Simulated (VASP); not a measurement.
# AlN (I-4m2) in VASP: notebook

The runs below take AlN through single point, with r2SCAN.

Everything below comes from runs of VASP 6.6.1. Logs are shortened: lines on timing, memory, paths and dates and some standing lists are left out, and cuts for length are marked.

### 1 The cell of the first run

It takes space group I-4m2 (No. 119, tetragonal). The conventional cell has a = 3.090 Å, b = 3.090 Å, c = 4.501 Å, α = 90.00°, β = 90.00°, γ = 90.00°. Within 2.5 Å of Al (site symmetry -4m2) lie 4 N at 1.91 Å. N (site symmetry -4m2) has 4 Al at 1.91 Å within 2.5 Å.

### 2 Single point, r2SCAN (strain +0.000 along x and y, +0.030 along z)

File POSCAR:

```
AlN
1.0
    0.0000000000      2.1849006262      2.2504476450
    2.1849006262      0.0000000000      2.2504476450
    2.1849006262      2.1849006262      0.0000000000
Al N
1 1
Direct
    0.0000000000      0.0000000000      0.0000000000
    0.7500000000      0.7500000000      0.7500000000
```

File INCAR.step1:

```
PREC = Accurate ; ENCUT = 520
ISMEAR = 0 ; SIGMA = 0.05
LREAL = F ; LASPH = T
NELM = 60 ; NBANDS = 11
GGA = PE ; ALGO = Normal
EDIFF = 1E-4 ; LWAVE = T
LCHARG = F
```

File INCAR.step2:

```
PREC = Accurate ; ENCUT = 520
EDIFF = 1E-6 ; ISMEAR = 0
SIGMA = 0.05 ; LREAL = F
LASPH = T ; NELM = 60
ALGO = Normal ; ISIF = 2
LWAVE = F ; LCHARG = F
METAGGA = R2SCAN ; LMIXTAU = T
NBANDS = 11 ; ISTART = 1
```

File KPOINTS:

```
Automatic mesh
0
Gamma
  10 10 10
```

Potentials or basis: VASP PAW PBE potentials, release 64 (Al, N).

On the command line:

```sh
cat potpaw_PBE.64/Al/POTCAR potpaw_PBE.64/N/POTCAR > POTCAR
cp INCAR.step1 INCAR
mpirun -np 1 vasp_std > vasp.out
cp INCAR.step2 INCAR
mpirun -np 1 vasp_std > vasp.out
```

OUTCAR:

```text
PREC = Accurate
   ENCUT = 520
   EDIFF = 1E-6
   ISMEAR = 0
   LREAL = F
   LASPH = T
   NELM = 60
   ISIF = 2
   METAGGA = R2SCAN
   ISTART = 1

 ion  position               nearest neighbor table
   1  0.000  0.000  0.000-   2 1.91   2 1.91   2 1.91   2 1.91
   2  0.750  0.750  0.750-   1 1.91   1 1.91   1 1.91   1 1.91

  LATTYP: Found a body centered tetragonal cell.
 ALAT       =     3.0899160980
 C/A-ratio  =     1.4566399693

  Lattice vectors:

 A1 = (  -2.1849006262,   0.0000000000,   2.2504476450)
 A2 = (   2.1849006262,   0.0000000000,   2.2504476450)
 A3 = (   0.0000000000,   2.1849006262,  -2.2504476450)

Analysis of symmetry for initial positions (statically):
=====================================================================
 Subroutine PRICEL returns:
 Original cell was already a primitive cell.

 Routine SETGRP: Setting up the symmetry group for a
 body centered tetragonal supercell.

 Subroutine GETGRP returns: Found  8 space group operations
 (whereof  8 operations were pure point group operations)
 out of a pool of 16 trial point group operations.

The static configuration has the point symmetry D_2d.

Analysis of symmetry for dynamics (positions and initial velocities):
=====================================================================
 Subroutine PRICEL returns:
 Original cell was already a primitive cell.

 Routine SETGRP: Setting up the symmetry group for a
 body centered tetragonal supercell.

 Subroutine GETGRP returns: Found  8 space group operations
 (whereof  8 operations were pure point group operations)
 out of a pool of 16 trial point group operations.

The dynamic configuration has the point symmetry D_2d.

 Subroutine INISYM returns: Found  8 space group operations
 (whereof  8 operations are pure point group operations),
 and found     1 'primitive' translations

----------------------------------------------------------------------------------------

                                     Primitive cell

  volume of cell :      21.4863

  direct lattice vectors                    reciprocal lattice vectors
     0.000000000  2.184900626  2.250447645    -0.228843360  0.228843360  0.222178019
     2.184900626  0.000000000  2.250447645     0.228843360 -0.228843360  0.222178019
     2.184900626  2.184900626  0.000000000     0.228843360  0.228843360 -0.222178019

  length of vectors
     3.136607299  3.136607299  3.089916098     0.392557816  0.392557816  0.392557816

[... 81 lines left out ...]
   LREAL  =      F    real-space projection
   EDIFFG = 0.1E-04   stopping-criterion for IOM
   NSW    =      0    number of steps for IOM
   IBRION =     -1    ionic relax: 0-MD 1-quasi-New 2-CG
   NFREE  =      0    steps in history (QN), initial steepest desc. (CG)
   ISIF   =      2    stress and relaxation
   ISYM   =      2    0-nonsym 1-usesym 2-fastsym
   POTIM  = 0.5000    time-step for ionic-motion
   TEBEG  =    0.0;   TEEND  =   0.0 temperature during run
   PSTRESS=    0.0 pullay stress
   NELECT =       8.0000    total number of electrons
   NUPDOWN=      -1.0000    fix difference up-down
   EMIN   =  10.00;   EMAX   =-10.00  energy-range for DOS
   EFERMI =   0.00;   METHOD = LEGACY
   ISMEAR =     0;   SIGMA  =   0.05  broadening in eV -4-tet -1-fermi 0-gaus
   EFERMI_NEDOS =   21; number of points for ismear=-14 and -15
   IALGO  =     38    algorithm
   IMIX   =      4    mixing-type and parameters
     AMIX     =   0.40;   BMIX     =  1.00
     AMIX_MAG =   1.60;   BMIX_MAG =  1.00
  volume/ion in A,a.u.               =      10.74        72.50
  Fermi-wavevector in a.u.,A,eV,Ry     =   1.177744  2.225613 18.872367  1.387080
  Thomas-Fermi vector in A             =   2.314085
   LORBIT       =      0    0 simple, 1 ext, 2 COOP (PROOUT), +10 PAW based schemes
   METAGGA = R2SCAN    functional components
   LHFCALC =     F    Hartree Fock is set to
   AEXX    =    0.0000 exact exchange contribution
   IVDW    =     0    specifies the selected vdW correction
   LEPSILON=     F    determine dielectric tensor
   LRPA    =     F    only Hartree local field effects (RPA)
 non-spin polarized calculation
 Gauss-broadening in eV      SIGMA  =   0.05
  energy-cutoff  :      520.00
  volume of cell :       21.49
 maximum number of plane-waves:       596
   NGX = 11   NGY = 11   NGZ = 11

 number of electron       8.0000001 magnetization

 Free energy of the ion-electron system (eV)
  ---------------------------------------------------
  ext. energy  EPLUGINS =         0.00000000
  ---------------------------------------------------
  free energy    TOTEN  =       -19.16089914 eV

  energy without entropy =      -19.16089914  energy(sigma->0) =      -19.16089914

 E-fermi :   5.7088     XC(G=0): -11.2805

 val. band max:        5.4587840108   @ k =  -0.1000   0.1000   0.0000
 cond. band min:       9.2815322010   @ k =   0.5000   0.0000   0.5000
 fundamental gap:      3.8227481902
 Fermi energy:         5.7088422555

 k-point     1 :       0.0000    0.0000    0.0000
  band No.  band energies     occupation
      1     -10.1533      2.00000
      2       5.3249      2.00000
      3       5.4581      2.00000
      4       5.4581      2.00000
      5      10.0150      0.00000
      6      18.6075      0.00000
      7      18.6075      0.00000
      8      18.6485      0.00000
      9      23.1562      0.00000
     10      24.1788      0.00000
     11      24.6274      0.00000
[... 309 lines left out ...]
 k-point    24 :       0.4000    0.3000    0.0000
  band No.  band energies     occupation
      1      -8.3082      2.00000
      2       1.1811      2.00000
      3       3.8127      2.00000
      4       4.1558      2.00000
      5      10.9304      0.00000
      6      15.8947      0.00000
      7      17.9990      0.00000
      8      20.9217      0.00000
      9      21.4049      0.00000
     10      27.7249      0.00000
     11      29.6993      0.00000

 [... further k-points ...]
[... 5 lines left out ...]
  --------------------------------------------------------------------------------------
  -------------------------------------------------------------------------------------
  Total       -0.6353184     -0.6353184     -1.2793530      0.0000000     -0.0000000      0.0000000
  in kB      -47.3739663    -47.3739663    -95.3978727      0.0000000     -0.0000000      0.0000000
  external PRESSURE =     -63.3819351 kB  Pullay stress =       0.0000000 kB

 VOLUME and BASIS-vectors are now :
 -----------------------------------------------------------------------------
  energy-cutoff  :      520.00
  volume of cell :       21.49
      direct lattice vectors                 reciprocal lattice vectors
     0.000000000  2.184900626  2.250447645    -0.228843360  0.228843360  0.222178019
     2.184900626  0.000000000  2.250447645     0.228843360 -0.228843360  0.222178019
     2.184900626  2.184900626  0.000000000     0.228843360  0.228843360 -0.222178019

 POSITION                                       TOTAL-FORCE (eV/Angst)
 -----------------------------------------------------------------------------------
      0.00000      0.00000      0.00000        -0.000000     -0.000000      0.000000
      3.27735      3.27735      3.37567         0.000000      0.000000     -0.000000
 -----------------------------------------------------------------------------------
    total drift:                               -0.000001     -0.000001      0.000001

  FREE ENERGIE OF THE ION-ELECTRON SYSTEM (eV)
  ---------------------------------------------------
  free  energy   TOTEN  =       -19.1608991439 eV

  energy  without entropy=      -19.1608991439  energy(sigma->0) =      -19.16089914
```

OUTCAR.step1:

```text
PREC = Accurate
   ENCUT = 520
   ISMEAR = 0
   LREAL = F
   LASPH = T
[... 557 lines left out ...]
 -----------------------------------------------------------------------------------
      0.00000      0.00000      0.00000         0.000000      0.000000      0.000000
      3.27735      3.27735      3.37567        -0.000000     -0.000000     -0.000000
 -----------------------------------------------------------------------------------
    total drift:                               -0.000000     -0.000000     -0.000000

  FREE ENERGIE OF THE ION-ELECTRON SYSTEM (eV)
  ---------------------------------------------------
  free  energy   TOTEN  =       -14.8411016793 eV

  energy  without entropy=      -14.8411016793  energy(sigma->0) =      -14.84110168
```

OSZICAR.step1:

```text
N       E                     dE             d eps       ncg     rms          rms(c)
DAV:   1     0.118479619234E+02    0.11848E+02   -0.38737E+03  2284   0.604E+02
DAV:   2    -0.161507196312E+02   -0.27999E+02   -0.26349E+02  2696   0.135E+02
DAV:   3    -0.171579768682E+02   -0.10073E+01   -0.10058E+01  2773   0.247E+01
DAV:   4    -0.171635673325E+02   -0.55905E-02   -0.55899E-02  2574   0.199E+00
DAV:   5    -0.171636366155E+02   -0.69283E-04   -0.69283E-04  2736   0.214E-01    0.848E+00
DAV:   6    -0.148492164698E+02    0.23144E+01   -0.11949E+01  2639   0.171E+01    0.279E+00
DAV:   7    -0.148477124060E+02    0.15041E-02   -0.15784E-01  2496   0.318E+00    0.202E+00
DAV:   8    -0.148426014315E+02    0.51110E-02   -0.29849E-02  2454   0.163E+00    0.596E-01
DAV:   9    -0.148410551267E+02    0.15463E-02   -0.44028E-03  2733   0.393E-01    0.235E-01
DAV:  10    -0.148411016793E+02   -0.46553E-04   -0.46707E-04  2409   0.139E-01
   1 F= -.14841102E+02 E0= -.14841102E+02  d E =-.382360E-18
```

It took 2.1 min on 1 thread of AMD EPYC 7R43 (Zen 3), shared host; peak memory 0.11 GiB.

What came out:

```yaml
Free_energy: -19.1609 eV
Pressure: -6.3 GPa
Band_gap_on_the_k_mesh: 3.82 eV, indirect (least direct gap 4.56 eV)
```

Stress tensor (GPa, compression positive):
```
-4.74  0.00  0.00
 0.00 -4.74  0.00
 0.00  0.00 -9.54
```

Caveat: the cell differs from its parent crystal (strain +0.000 along x and y, +0.030 along z); the PAW data sets were made with another functional, which shifts forces and pressure a little.

### 3 Single point, r2SCAN (strain +0.015 along x and y, +0.000 along z)

File POSCAR:

```
AlN
1.0
    0.0000000000      2.2176741356      2.1849006262
    2.2176741356      0.0000000000      2.1849006262
    2.2176741356      2.2176741356      0.0000000000
Al N
1 1
Direct
    0.0000000000      0.0000000000      0.0000000000
    0.7500000000      0.7500000000      0.7500000000
```

File INCAR.step1:

```
SYSTEM = AlN
PREC = Accurate
ENCUT = 520
ISMEAR = 0
SIGMA = 0.05
LREAL = .FALSE.
LASPH = .TRUE.
NELM = 80
NBANDS = 11
GGA = PE
ALGO = Normal
EDIFF = 1E-4
LWAVE = .TRUE.
LCHARG = .FALSE.
```

File INCAR.step2:

```
SYSTEM = AlN
PREC = Accurate
ENCUT = 520
EDIFF = 1E-6
ISMEAR = 0
SIGMA = 0.05
LREAL = .FALSE.
LASPH = .TRUE.
NELM = 80
ALGO = Normal
ISIF = 2
LWAVE = .FALSE.
LCHARG = .TRUE.
METAGGA = R2SCAN
LMIXTAU = .TRUE.
LELF = .TRUE.
LVHAR = .TRUE.
NBANDS = 11
ISTART = 1
```

File KPOINTS:

```
Automatic mesh
0
G
  10 10 10
  0 0 0
```

Potentials or basis: VASP PAW PBE potentials, release 64 (Al, N).

On the command line:

```sh
cat potpaw_PBE.64/Al/POTCAR potpaw_PBE.64/N/POTCAR > POTCAR
cp INCAR.step1 INCAR
mpirun -np 1 vasp_std > vasp.out
cp INCAR.step2 INCAR
mpirun -np 1 vasp_std > vasp.out
```

It took 2 min on 1 thread of AMD EPYC 7R43 (Zen 3), shared host; peak memory 0.11 GiB.

Results (log left out):

```
Free energy            : -19.1654 eV
Pressure               : -6.3 GPa
Band gap on the k mesh : 3.83 eV, indirect (least direct gap 4.56 eV)
```

Stress tensor (GPa, compression positive):
```
-7.04  0.00  0.00
 0.00 -7.04  0.00
 0.00  0.00 -4.92
```

Levels at points of the mesh, in eV from the valence-band top:
```tsv
k point	band 1	band 2	band 3	band 4	band 5	band 6	band 7	band 8
(0.00, 0.00, 0.00)	-15.61	-0.06	-0.06	0.00	4.56	13.15	13.17	13.17
(0.50, 0.00, 0.00)	-13.68	-5.81	-0.59	-0.46	7.87	10.56	11.57	11.85
(0.50, 0.50, 0.00)	-13.04	-4.80	-1.90	-1.90	3.83	9.08	14.90	16.43
(0.50, 0.00, 0.50)	-13.10	-4.94	-1.77	-1.77	3.89	9.32	14.63	16.33
```

Caveat: the cell differs from its parent crystal (strain +0.015 along x and y, +0.000 along z); the PAW data sets were made with another functional, which shifts forces and pressure a little. A k mesh can miss the band edges.

### 4 Single point, r2SCAN (strain +0.030 along x and y, +0.000 along z)

File POSCAR:

```
AlN
1.0
    0.0000000000      2.2504476450      2.1849006262
    2.2504476450      0.0000000000      2.1849006262
    2.2504476450      2.2504476450      0.0000000000
Al N
1 1
Direct
    0.0000000000      0.0000000000      0.0000000000
    0.7500000000      0.7500000000      0.7500000000
```

File INCAR.step1:

```
SYSTEM = AlN
  PREC = Accurate
  ENCUT = 520
  ISMEAR = 0
  SIGMA = 0.05
  LREAL = .False.
  LASPH = .True.
  NELM = 80
  NBANDS = 11
  GGA = PE
  ALGO = Normal
  EDIFF = 1E-4
  LWAVE = .True.
  LCHARG = .False.
```

File INCAR.step2:

```
SYSTEM = AlN
  PREC = Accurate
  ENCUT = 520
  EDIFF = 1E-6
  ISMEAR = 0
  SIGMA = 0.05
  LREAL = .False.
  LASPH = .True.
  NELM = 80
  ALGO = Normal
  ISIF = 2
  LWAVE = .False.
  LCHARG = .False.
  METAGGA = R2SCAN
  LMIXTAU = .True.
  NBANDS = 11
  ISTART = 1
```

File KPOINTS:

```
Automatic mesh
0
Gamma
  10 10 10
  0 0 0
```

On the command line:

```sh
cat potpaw_PBE.64/Al/POTCAR potpaw_PBE.64/N/POTCAR > POTCAR
cp INCAR.step1 INCAR
mpirun -np 1 vasp_std > vasp.out
cp INCAR.step2 INCAR
mpirun -np 1 vasp_std > vasp.out
```

It took 2.1 min on 1 thread of AMD EPYC 7R43 (Zen 3), shared host; peak memory 0.11 GiB.

Results (log left out):

* Free energy: -19.1259 eV
* Pressure: -11.6 GPa
* Band gap on the k mesh: 3.73 eV, indirect (least direct gap 4.26 eV)

Stress tensor (GPa, compression positive):
```
-12.97   0.00   0.00
  0.00 -12.97   0.00
  0.00   0.00  -8.85
```

Levels at points of the mesh, in eV from the valence-band top:
```tsv
k point	band 2	band 3	band 4	band 5	band 6	band 7
(0.00, 0.00, 0.00)	-0.12	-0.12	0.00	4.26	12.80	12.85
(0.50, 0.00, 0.00)	-5.73	-0.68	-0.44	7.53	10.31	11.21
(0.50, 0.50, 0.00)	-4.66	-1.98	-1.98	3.73	8.70	14.63
(0.50, 0.00, 0.50)	-4.94	-1.74	-1.74	3.85	9.17	14.10
```

Caveat: the cell differs from its parent crystal (strain +0.030 along x and y, +0.000 along z); the PAW data sets were made with another functional, which shifts forces and pressure a little. A k mesh can miss the band edges.

### 5 Summary

| cell | gap on the mesh (eV) | pressure (GPa) |
| --- | --- | --- |
| a = 3.137, b = 3.137, c = 3.090 Å, angles 60.5, 60.5, 59.0°, 2 atoms | 3.82 | -6.3 |
| a = 3.113, b = 3.113, c = 3.136 Å, angles 59.8, 59.8, 60.5°, 2 atoms | 3.83 | -6.3 |
| a = 3.137, b = 3.137, c = 3.183 Å, angles 59.5, 59.5, 61.0°, 2 atoms | 3.73 | -11.6 |

Alike in all rows: task single point; level r2SCAN; potentials or basis VASP PAW PBE potentials, release 64 (Al, N); no spin polarisation; k mesh 10 × 10 × 10; cutoff (eV) 520; smearing gaussian 0.05 eV.

Caveats: the PAW data sets were made with another functional, which shifts forces and pressure a little.

Total energies depend on the potentials used, so only differences within one code and one set of settings carry meaning.
